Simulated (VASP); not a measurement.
BN: single point with PBEsol

BN:

```
CELL_PARAMETERS angstrom
2.51998 0.00000 0.00000
-1.25999 2.18237 0.00000
0.00000 0.00000 7.61084
ATOMIC_POSITIONS crystal
B 0.33333 0.66667 0.25000
B 0.66667 0.33333 0.75000
N 0.33333 0.66667 0.75000
N 0.66667 0.33333 0.25000
```

This cell differs from its parent crystal: volume 10.464 Å^3 an atom, c/a of the conventional cell 3.0202.

| Property | Result |
| --- | --- |
| Program | VASP 6.6.1 |
| Task | single point |
| Functional | PBEsol |
| Potentials or basis | VASP PAW PBE potentials, release 64 (B, N) |
| Cutoff | 520 eV |
| k mesh | 12 × 12 × 4 |
| Occupations | gaussian, width 0.05 eV |
| Spin | no spin polarisation |
| Dipole correction | no |
| Further INCAR settings | ALGO = Normal; EDIFF = 1e-07; NBANDS = 16 |

The pressure is -3.7 GPa and the band gap on the k mesh is 4.36 eV, indirect (least direct gap 4.57 eV).

Stress tensor (GPa, compression positive):
```
-5.38  0.00  0.00
 0.00 -5.38  0.00
 0.00  0.00 -0.47
```

Levels at points of the mesh, in eV from the valence-band top:
```
           k point  band 4  band 5  band 6  band 7  band 8  band 9  band 10  band 11  band 12  band 13
(0.00, 0.00, 0.00)   -4.64   -1.33   -1.33   -1.33   -1.33    4.50     8.59    10.92    11.38    11.38
(0.50, 0.00, 0.00)   -8.81   -4.10   -4.08   -1.13   -0.67    4.36     5.10     9.24     9.72    12.04
(0.00, 0.00, 0.50)   -5.21   -1.33   -1.33   -1.33   -1.33    6.18     6.18    11.40    11.40    11.40
(0.50, 0.00, 0.50)   -8.82   -4.09   -4.09   -0.90   -0.90    4.66     4.66     9.57     9.57    12.74
```

Run time: 37 s on 1 thread of AMD EPYC 7R13 Processor (Zen 3), with other jobs on the host, peak memory 0.14 GiB.

Caveat: the PAW data sets were made with another functional, which shifts forces and pressure a little; this functional lacks dispersion, which binds the layers, so the pressure and a relaxed spacing across them are unreliable. A k mesh can miss the band edges.
